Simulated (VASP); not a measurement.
# Mg (I4_1/amd) in VASP: relaxation of cell and atoms with PBE

Aim: the relaxation of cell and atoms of Mg with PBE.

Program: VASP 6.6.1. These are calculated values, not measurements. Logs are shortened: lines on timing, memory, paths and dates and some standing lists are left out, and cuts for length are marked.

## 1. The cell of the first run

The structure is tetragonal, space group I4_1/amd (No. 141). The conventional cell has a = 4.698 Å, b = 4.698 Å, c = 2.543 Å, α = 90.00°, β = 90.00°, γ = 90.00°. Within 3.2 Å of Mg (site symmetry -4m2) lie 10 Mg at 2.43 to 3.03 Å.

## 2. Relaxation of cell and atoms, PBE, target pressure 50 GPa, at which the enthalpy is minimised

The input, INCAR:

```
SYSTEM = Mg
ALGO = Normal ; EDIFF = 1E-6
EDIFFG = -0.005 ; ENCUT = 600
GGA = PE ; IBRION = 2
ISIF = 3 ; ISMEAR = -1
LASPH = .TRUE. ; LCHARG = .FALSE.
LREAL = .FALSE. ; LWAVE = .FALSE.
NELM = 100 ; NSW = 32
PREC = Accurate ; PSTRESS = 500.0
SIGMA = 0.1
```

The input, KPOINTS:

```
k-points
0
G
  17 17 17
  0 0 0
```

The input, POSCAR:

```
Mg
1.0
   -2.3488585068      2.3488585068      1.2715586931
    2.3488585068     -2.3488585068      1.2715586931
    2.3488585068      2.3488585068     -1.2715586931
Mg
2
Direct
   -0.3750000000     -0.1250000000     -0.2500000000
    0.3750000000      0.1250000000      0.2500000000
```

Potentials or basis: VASP PAW PBE potentials, release 64 (Mg).

Command:

```
$ cat potpaw_PBE.64/Mg/POTCAR > POTCAR
$ mpirun -np 1 vasp_std > vasp.out
```

OUTCAR:

```text
SYSTEM = Mg
   EDIFF = 1E-6
   EDIFFG = -0.005
   ENCUT = 600
   GGA = PE
   IBRION = 2
   ISIF = 3
   ISMEAR = -1
   LASPH = .TRUE.
   LREAL = .FALSE.
   NELM = 100
   NSW = 32
   PREC = Accurate
   PSTRESS = 500.0

 ion  position               nearest neighbor table
   1  0.625  0.875  0.750-   2 2.43   2 2.43   2 2.43   2 2.43   2 3.03   2 3.03   2 3.03   2 3.03

   2  0.375  0.125  0.250-   1 2.43   1 2.43   1 2.43   1 2.43   1 3.03   1 3.03   1 3.03   1 3.03

  LATTYP: Found a body centered tetragonal cell.
 ALAT       =     4.6977170136
 C/A-ratio  =     0.5413517627

  Lattice vectors:

 A1 = (  -2.3488585068,   2.3488585068,   1.2715586931)
 A2 = (   2.3488585068,  -2.3488585068,   1.2715586931)
 A3 = (   2.3488585068,   2.3488585068,  -1.2715586931)

Analysis of symmetry for initial positions (statically):
=====================================================================
 Subroutine PRICEL returns:
 Original cell was already a primitive cell.

 Routine SETGRP: Setting up the symmetry group for a
 body centered tetragonal supercell.

 Subroutine GETGRP returns: Found 16 space group operations
 (whereof  4 operations were pure point group operations)
 out of a pool of 16 trial point group operations.

The static configuration has the point symmetry C_2h.
 The point group associated with its full space group is D_4h.

Analysis of symmetry for dynamics (positions and initial velocities):
=====================================================================
 Subroutine PRICEL returns:
 Original cell was already a primitive cell.

 Routine SETGRP: Setting up the symmetry group for a
 body centered tetragonal supercell.

 Subroutine GETGRP returns: Found 16 space group operations
 (whereof  4 operations were pure point group operations)
 out of a pool of 16 trial point group operations.

The dynamic configuration has the point symmetry C_2h.
 The point group associated with its full space group is D_4h.

 Subroutine INISYM returns: Found 16 space group operations
 (whereof  4 operations are pure point group operations),
 and found     1 'primitive' translations

----------------------------------------------------------------------------------------

                                     Primitive cell

  volume of cell :      28.0615

  direct lattice vectors                    reciprocal lattice vectors
    -2.348858507  2.348858507  1.271558693     0.000000000  0.212869357  0.393218184
[... 91 lines left out ...]
   NFREE  =      1    steps in history (QN), initial steepest desc. (CG)
   ISIF   =      3    stress and relaxation
   ISYM   =      2    0-nonsym 1-usesym 2-fastsym
   POTIM  = 0.5000    time-step for ionic-motion
   TEBEG  =    0.0;   TEEND  =   0.0 temperature during run
   PSTRESS=  500.0 pullay stress
   NELECT =       4.0000    total number of electrons
   NUPDOWN=      -1.0000    fix difference up-down
   EMIN   =  10.00;   EMAX   =-10.00  energy-range for DOS
   EFERMI =   0.00;   METHOD = LEGACY
   ISMEAR =    -1;   SIGMA  =   0.10  broadening in eV -4-tet -1-fermi 0-gaus
   EFERMI_NEDOS =   21; number of points for ismear=-14 and -15
   IALGO  =     38    algorithm
   IMIX   =      4    mixing-type and parameters
     AMIX     =   0.40;   BMIX     =  1.00
     AMIX_MAG =   1.60;   BMIX_MAG =  1.00
  volume/ion in A,a.u.               =      14.03        94.68
  Fermi-wavevector in a.u.,A,eV,Ry     =   0.855181  1.616058  9.950414  0.731335
  Thomas-Fermi vector in A             =   1.971891
   LORBIT       =      0    0 simple, 1 ext, 2 COOP (PROOUT), +10 PAW based schemes
   GGA     = PE    functional components
   LHFCALC =     F    Hartree Fock is set to
   AEXX    =    0.0000 exact exchange contribution
   IVDW    =     0    specifies the selected vdW correction
   LEPSILON=     F    determine dielectric tensor
   LRPA    =     F    only Hartree local field effects (RPA)
 conjugate gradient relaxation of ions
 non-spin polarized calculation
  energy-cutoff  :      600.00
  volume of cell :       28.06
 maximum number of plane-waves:       957
   NGX = 15   NGY = 15   NGZ = 15

--------------------------------------- Ionic step        1  -------------------------------------------

 number of electron       4.0000000 magnetization

 Free energy of the ion-electron system (eV)
  ---------------------------------------------------
  ext. energy  EPLUGINS =         0.00000000
  ---------------------------------------------------
  free energy    TOTEN  =        -0.24194163 eV

  energy without entropy =       -0.22048515  energy(sigma->0) =       -0.23121339

------------------------ aborting loop because EDIFF is reached ----------------------------------------

  FORCE on cell =-STRESS in cart. coord.  units (eV):
  Direction    XX          YY          ZZ          XY          YZ          ZX
  --------------------------------------------------------------------------------------
  -------------------------------------------------------------------------------------
  Total        8.8272113      8.8272113      8.8497036      0.0000000      0.0000000     -0.0000000
  in kB      503.9924030    503.9924030    505.2766087      0.0000000      0.0000000     -0.0000000
  external PRESSURE =       4.4204716 kB  Pullay stress =     500.0000000 kB
[... 63 lines left out ...]
--------------------------------------- Ionic step        3  -------------------------------------------

 number of electron       4.0000000 magnetization

 Free energy of the ion-electron system (eV)
  ---------------------------------------------------
  ext. energy  EPLUGINS =         0.00000000
  ---------------------------------------------------
  free energy    TOTEN  =        -0.26333954 eV

  energy without entropy =       -0.24184874  energy(sigma->0) =       -0.25259414

 E-fermi :   5.9053     XC(G=0): -10.1545

 val. band max:        5.8821131282   @ k =  -0.1176  -0.3529   0.0588
 cond. band min:       5.9289309145   @ k =  -0.2353  -0.3529   0.1765
 fundamental gap:      0.0468177863
 Fermi energy:         5.9053353866

 k-point     1 :       0.0000    0.0000    0.0000
  band No.  band energies     occupation
      1      -3.4638      2.00000
      2       8.1388      0.00000
      3       8.8590      0.00000
      4       8.8590      0.00000
      5      11.5301      0.00000
      6      17.6521      0.00000
[... 199 lines left out ...]
 k-point    24 :      -0.1176    0.0588    0.0000
  band No.  band energies     occupation
      1      -3.2639      2.00000
      2       6.9001      0.00010
      3       8.6991      0.00000
      4       9.9778      0.00000
      5      12.3754      0.00000
      6      16.9730      0.00000

 [... further k-points ...]
[... 5 lines left out ...]
  --------------------------------------------------------------------------------------
  -------------------------------------------------------------------------------------
  Total        8.7781431      8.7781431      8.7815581     -0.0000000      0.0000000     -0.0000000
  in kB      499.9745903    499.9745903    500.1690971     -0.0000000      0.0000000     -0.0000000
  external PRESSURE =       0.0394259 kB  Pullay stress =     500.0000000 kB
[... 21 lines left out ...]
  energy  without entropy=       -0.2418487352  energy(sigma->0) =       -0.25259414

  enthalpy is  TOTEN    =         8.5152497082 eV   P V=        8.7785892437

 reached required accuracy - stopping structural energy minimisation
```

OSZICAR:

```text
N       E                     dE             d eps       ncg     rms          rms(c)
DAV:   1     0.423835473129E+01    0.42384E+01   -0.15339E+03  4872   0.560E+02
DAV:   2    -0.289546162314E+00   -0.45279E+01   -0.43492E+01  6342   0.412E+01
DAV:   3    -0.320305382828E+00   -0.30759E-01   -0.30429E-01  6762   0.424E+00
DAV:   4    -0.320383633919E+00   -0.78251E-04   -0.78244E-04  6768   0.165E-01
[... 10 lines left out ...]
DAV:   3    -0.291032809606E+00    0.69953E-05   -0.28397E-07  4242   0.529E-03    0.351E-04
DAV:   4    -0.291032928983E+00   -0.11938E-06   -0.10000E-08  2652   0.790E-04
   2 F= 0.85154076E+01 E0= 0.85261757E+01  d E =0.632093E-04
       N       E                     dE             d eps       ncg     rms          rms(c)
DAV:   1    -0.263339987842E+00    0.27693E-01   -0.39152E-04  5748   0.142E-01    0.761E-03
DAV:   2    -0.263339535513E+00    0.45233E-06   -0.22823E-06  6234   0.134E-02
   3 F= 0.85152497E+01 E0= 0.85259951E+01  d E =-.947253E-04
```

CONTCAR:

```text
Mg
   1.00000000000000
    -2.3505773160679038    2.3505773160679038    1.2727884740192423
     2.3505773160679038   -2.3505773160679038    1.2727884740192423
     2.3505773160679038    2.3505773160679038   -1.2727884740192423
  Mg
     2
Direct
     0.6250000000000000    0.8750000000000000    0.7500000000000000
     0.3750000000000000    0.1250000000000000    0.2500000000000000

  0.00000000E+00  0.00000000E+00  0.00000000E+00
  0.00000000E+00  0.00000000E+00  0.00000000E+00
```

Run time: 2 min. Hardware: 1 thread of Oxide Virtual Turin-like, shared host; peak memory 0.21 GiB.

What came out:

| Quantity | Value |
| --- | --- |
| Free energy | -0.2633 eV |
| Relaxed volume | 14.06 Å³/atom |
| Relaxed cell | a = 3.560 Å, b = 3.560 Å, c = 3.560 Å, α = 97.35°, β = 97.35°, γ = 138.10° |
| Space group after relaxing (to 0.05 Å) | I4_1/amd (No. 141) |
| Energy change on relaxing (the enthalpy is what falls) | -10.7 meV/atom |
| Ionic steps | 3 |
| Pressure after relaxing | 50.0 GPa |
| Band gap on the k mesh | zero (band 2 reaches 10.75 eV, above the bottom of band 3 at 3.75 eV) |

The path:
| step | energy change (eV) | largest force (eV/Å) | pressure (GPa) | volume (Å³) |
| --- | --- | --- | --- | --- |
| 1 | 0.0000 | 0.0000 | 50.44 | 28.06 |
| 2 | -0.0491 | 0.0000 | 49.44 | 28.22 |
| 3 | -0.0214 | 0.0000 | 50.00 | 28.13 |

Final structure:
```yaml
crystal:
  lattice:
    - [-2.35058, 2.35058, 1.27279]
    - [2.35058, -2.35058, 1.27279]
    - [2.35058, 2.35058, -1.27279]
  atoms:
    - { symbol: Mg, position: [0.62500, 0.87500, 0.75000] }
    - { symbol: Mg, position: [0.37500, 0.12500, 0.25000] }
```

Caveat: the cell is relaxed towards a set pressure, so the enthalpy falls and the energy may rise.
